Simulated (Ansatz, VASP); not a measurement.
# One calculation of PbO2, two programs

```
Pb O
1.0
     1.74179    1.00562    3.94101
    -1.74179    1.00562    3.94101
     0.00000   -2.01124    3.94101
Pb O
1 2
Direct
  0.50000 0.50000 0.50000
  0.74960 0.74960 0.74960
  0.25040 0.25040 0.25040
```

Alike in both runs: functional PBE; dispersion D3(BJ); k mesh 18 × 18 × 18; occupations gaussian, width 0.1 eV; no spin polarisation.

Ansatz relaxed the structure, and its values are those at the end. VASP's run is a single point on that final structure, the one shown.

```csv
,VASP,Ansatz
version,VASP 6.6.1,Ansatz 0.2.0
potentials or method,"VASP PAW PBE potentials, release 64 (Pb_d, O), cutoff 520 eV","scalar-relativistic, plane waves, PAW"
valence electrons in the cell,26,26
```

VASP gave:

```
gap on the k mesh at the Fermi level (eV) : none
pressure (GPa)                            : 0.3
rms of the force components (eV/Å)        : 0.014
```

Problem. Which values does Ansatz return?

Solution. gap on the k mesh at the Fermi level (eV): none; pressure (GPa): 0.0; rms of the force components (eV/Å): 0.000.

A gap of «none» marks a metal or a gap that the smearing closes.

Neither program's run includes spin-orbit coupling.
